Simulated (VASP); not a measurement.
# Si3Se2 (P-4m2) in VASP: relaxation of cell and atoms with PBE

Aim: the relaxation of cell and atoms of Si3Se2 with PBE.

All numbers are computed with VASP 6.6.1; they aren't measurements. Logs are shortened: lines on timing, memory, paths and dates and some standing lists are left out, and cuts for length are marked.

## Step 1: The cell of the first run

The structure is tetragonal, space group P-4m2 (No. 115). Conventional cell: a = 3.775 Å, b = 3.775 Å, c = 9.619 Å, α = 90.00°, β = 90.00°, γ = 90.00°. Si (site symmetry 2mm) has 2 Si at 2.33 Å and 2 Se at 2.36 Å within 3.1 Å. Si (site symmetry -4m2) has 4 Si at 2.33 Å within 3.1 Å. Se (site symmetry 2mm) has 2 Si at 2.36 Å within 3.1 Å.

## Step 2: Relaxation of cell and atoms, PBE

File INCAR:

```
  PREC = Accurate
  ENCUT = 600
  EDIFF = 1E-6
  ISMEAR = 0
  SIGMA = 0.1
  LREAL = F
  LASPH = T
  NELM = 80
  ALGO = Normal
  ISIF = 3
  LWAVE = F
  LCHARG = F
  GGA = PE
  IBRION = 2
  NSW = 100
  EDIFFG = -0.01
```

File KPOINTS:

```
regular mesh
0
Gamma
  8 8 4
```

File POSCAR:

```
Si3Se2
1.0
    3.7749995117      0.0000000000      0.0000000000
    0.0000000000      3.7749995117      0.0000000000
    0.0000000000      0.0000000000      9.6193999188
Si Se
3 2
Direct
    0.0000000000      0.5000000000      0.1423942460
    0.5000000000      0.0000000000      0.8576057540
    0.0000000000      0.0000000000      0.0000000000
    0.5000000000      0.5000000000      0.2903990205
    0.5000000000      0.5000000000      0.7096009795
```

Potentials or basis: VASP PAW PBE potentials, release 64 (Si, Se).

Run with:

```
> cat potpaw_PBE.64/Si/POTCAR potpaw_PBE.64/Se/POTCAR > POTCAR
> mpirun -np 1 vasp_std > vasp.out
```

OUTCAR:

```text
PREC = Accurate
   ENCUT = 600
   EDIFF = 1E-6
   ISMEAR = 0
   LREAL = F
   LASPH = T
   NELM = 80
   ISIF = 3
   GGA = PE
   IBRION = 2
   NSW = 100
   EDIFFG = -0.01

 ion  position               nearest neighbor table
   1  0.000  0.500  0.142-   3 2.33   3 2.33   4 2.36   4 2.36
   2  0.500  0.000  0.858-   3 2.33   3 2.33   5 2.36   5 2.36
   3  0.000  0.000  0.000-   1 2.33   2 2.33   1 2.33   2 2.33
   4  0.500  0.500  0.290-   1 2.36   1 2.36
   5  0.500  0.500  0.710-   2 2.36   2 2.36

  LATTYP: Found a simple tetragonal cell.
 ALAT       =     3.7749995117
 C/A-ratio  =     2.5481857386

  Lattice vectors:

 A1 = (   3.7749995117,   0.0000000000,   0.0000000000)
 A2 = (   0.0000000000,   3.7749995117,   0.0000000000)
 A3 = (   0.0000000000,   0.0000000000,   9.6193999188)

Analysis of symmetry for initial positions (statically):
=====================================================================
 Subroutine PRICEL returns:
 Original cell was already a primitive cell.

 Routine SETGRP: Setting up the symmetry group for a
 simple tetragonal supercell.

 Subroutine GETGRP returns: Found  8 space group operations
 (whereof  8 operations were pure point group operations)
 out of a pool of 16 trial point group operations.

The static configuration has the point symmetry D_2d.

Analysis of symmetry for dynamics (positions and initial velocities):
=====================================================================
 Subroutine PRICEL returns:
 Original cell was already a primitive cell.

 Routine SETGRP: Setting up the symmetry group for a
 simple tetragonal supercell.

 Subroutine GETGRP returns: Found  8 space group operations
 (whereof  8 operations were pure point group operations)
 out of a pool of 16 trial point group operations.

The dynamic configuration has the point symmetry D_2d.

 Subroutine INISYM returns: Found  8 space group operations
 (whereof  8 operations are pure point group operations),
 and found     1 'primitive' translations

----------------------------------------------------------------------------------------

                                     Primitive cell

  volume of cell :     137.0824

  direct lattice vectors                    reciprocal lattice vectors
     3.774999512  0.000000000  0.000000000     0.264900697  0.000000000  0.000000000
[... 102 lines left out ...]
   PSTRESS=    0.0 pullay stress
   NELECT =      24.0000    total number of electrons
   NUPDOWN=      -1.0000    fix difference up-down
   EMIN   =  10.00;   EMAX   =-10.00  energy-range for DOS
   EFERMI =   0.00;   METHOD = LEGACY
   ISMEAR =     0;   SIGMA  =   0.10  broadening in eV -4-tet -1-fermi 0-gaus
   EFERMI_NEDOS =   21; number of points for ismear=-14 and -15
   IALGO  =     38    algorithm
   IMIX   =      4    mixing-type and parameters
     AMIX     =   0.40;   BMIX     =  1.00
     AMIX_MAG =   1.60;   BMIX_MAG =  1.00
  volume/ion in A,a.u.               =      27.42       185.02
  Fermi-wavevector in a.u.,A,eV,Ry     =   0.915837  1.730680 11.411977  0.838757
  Thomas-Fermi vector in A             =   2.040624
   LORBIT       =      0    0 simple, 1 ext, 2 COOP (PROOUT), +10 PAW based schemes
   GGA     = PE    functional components
   LHFCALC =     F    Hartree Fock is set to
   AEXX    =    0.0000 exact exchange contribution
   IVDW    =     0    specifies the selected vdW correction
   LEPSILON=     F    determine dielectric tensor
   LRPA    =     F    only Hartree local field effects (RPA)
 conjugate gradient relaxation of ions
 non-spin polarized calculation
 Gauss-broadening in eV      SIGMA  =   0.10
  energy-cutoff  :      600.00
  volume of cell :      137.08
 maximum number of plane-waves:      4603
   NGX = 15   NGY = 15   NGZ = 39

--------------------------------------- Ionic step        1  -------------------------------------------

 number of electron      23.9999998 magnetization

 Free energy of the ion-electron system (eV)
  ---------------------------------------------------
  ext. energy  EPLUGINS =         0.00000000
  ---------------------------------------------------
  free energy    TOTEN  =       -24.08702045 eV

  energy without entropy =      -24.08444158  energy(sigma->0) =      -24.08573102

------------------------ aborting loop because EDIFF is reached ----------------------------------------

  FORCE on cell =-STRESS in cart. coord.  units (eV):
  Direction    XX          YY          ZZ          XY          YZ          ZX
  --------------------------------------------------------------------------------------
  -------------------------------------------------------------------------------------
  Total       -0.4580339     -0.4580339      0.5893241      0.0000000      0.0000000      0.0000000
  in kB       -5.3533593     -5.3533593      6.8878393      0.0000000      0.0000000      0.0000000
  external PRESSURE =      -1.2729598 kB  Pullay stress =       0.0000000 kB
[... 299 lines left out ...]
--------------------------------------- Ionic step        9  -------------------------------------------

 number of electron      23.9999997 magnetization

 Free energy of the ion-electron system (eV)
  ---------------------------------------------------
  ext. energy  EPLUGINS =         0.00000000
  ---------------------------------------------------
  free energy    TOTEN  =       -24.09404169 eV

  energy without entropy =      -24.09213935  energy(sigma->0) =      -24.09309052

 E-fermi :   3.0038     XC(G=0):  -8.0952

 val. band max:        2.9785979526   @ k =   0.0000   0.0000   0.0000
 cond. band min:       3.0643181783   @ k =   0.0000   0.0000   0.2500
 fundamental gap:      0.0857202257
 Fermi energy:         3.0037605230

 k-point     1 :       0.0000    0.0000    0.0000
  band No.  band energies     occupation
      1     -11.1285      2.00000
      2     -10.9066      2.00000
      3      -7.5656      2.00000
      4      -4.1125      2.00000
      5      -0.9595      2.00000
      6      -0.5675      2.00000
[... 433 lines left out ...]
      3      -7.1748      2.00000
      4      -4.5487      2.00000
      5      -4.1753      2.00000
      6      -1.2631      2.00000
[... 8 lines left out ...]
     15       5.6139      0.00000
     16       6.6661      0.00000

 [... further k-points ...]

------------------------ aborting loop because EDIFF is reached ----------------------------------------

  FORCE on cell =-STRESS in cart. coord.  units (eV):
  Direction    XX          YY          ZZ          XY          YZ          ZX
  --------------------------------------------------------------------------------------
  -------------------------------------------------------------------------------------
  Total       -0.0004418     -0.0004418      0.0243220      0.0000000     -0.0000000     -0.0000000
  in kB       -0.0051842     -0.0051842      0.2853822      0.0000000     -0.0000000     -0.0000000
  external PRESSURE =       0.0916713 kB  Pullay stress =       0.0000000 kB
[... 20 lines left out ...]
  FREE ENERGIE OF THE ION-ELECTRON SYSTEM (eV)
  ---------------------------------------------------
  free  energy   TOTEN  =       -24.0940416915 eV

  energy  without entropy=      -24.0921393523  energy(sigma->0) =      -24.09309052

 reached required accuracy - stopping structural energy minimisation
```

CONTCAR:

```text
Si3Se2
   1.00000000000000
     3.7469913428888288    0.0000000000000000    0.0000000000000000
     0.0000000000000000    3.7469913428888288    0.0000000000000000
    -0.0000000000000000    0.0000000000000000    9.7256121406539826
  Si              Se
     3     2
Direct
     1.0000000000000000    0.5000000000000000    0.1425337848065458
     0.5000000000000000    0.0000000000000000    0.8574662151934542
     0.0000000000000000    0.0000000000000000    0.0000000000000000
     0.5000000000000000    0.5000000000000000    0.2906483038702380
     0.5000000000000000    0.5000000000000000    0.7093516961297620

  0.00000000E+00  0.00000000E+00  0.00000000E+00
  0.00000000E+00  0.00000000E+00  0.00000000E+00
  0.00000000E+00  0.00000000E+00  0.00000000E+00
  0.00000000E+00  0.00000000E+00  0.00000000E+00
  0.00000000E+00  0.00000000E+00  0.00000000E+00
```

It took 3 min on 1 thread of Intel Xeon 6975P-C (Granite Rapids), shared host; peak memory 0.33 GiB.

Results:

```yaml
Free_energy: -24.0940 eV
Relaxed_volume: 27.31 Å³/atom
Relaxed_cell: a = 3.747 Å, b = 3.747 Å, c = 9.726 Å, α = 90.00°, β = 90.00°, γ = 90.00°
Space_group_after_relaxing_to_0.1_Å: P-4m2 (No. 115)
Energy_gained_by_relaxing: 1.4 meV/atom
Ionic_steps: 9
Pressure_after_relaxing: 0.0 GPa
Largest_force_after_relaxing: 0.009 eV/Å
Band_gap_on_the_k_mesh: 0.09 eV (least direct gap 0.15 eV)
```

Forces on the atoms (eV/Å):
```
Si   0.000  0.000 -0.009
Si   0.000  0.000  0.009
Si   0.000  0.000  0.000
Se   0.000  0.000 -0.007
Se   0.000  0.000  0.007
```

Step by step:
```csv
step,energy change (eV),largest force (eV/Å),pressure (GPa),volume (Å³)
1,0.0000,0.1024,-0.13,137.08
2,-0.0056,0.0633,-0.06,136.65
3,-0.0061,0.1073,-0.03,136.46
4,-0.0069,0.0083,0.08,136.26
5,-0.0069,0.0042,0.07,136.27
6,-0.0069,0.0150,-0.03,136.51
7,-0.0069,0.0114,0.00,136.44
8,-0.0070,0.0110,0.01,136.47
9,-0.0070,0.0091,0.01,136.55
```

Final structure:
```
Si Se
1.0
     3.74699    0.00000    0.00000
     0.00000    3.74699    0.00000
     0.00000    0.00000    9.72561
Si Se
3 2
Cartesian
  3.7470 1.8735 1.3862
  1.8735 0.0000 8.3394
  0.0000 0.0000 0.0000
  1.8735 1.8735 2.8267
  1.8735 1.8735 6.8989
```

Caveat: the smearing spreads over this small gap; this functional lacks dispersion, which binds layers or chains, so the pressure and a relaxed spacing across them are unreliable.
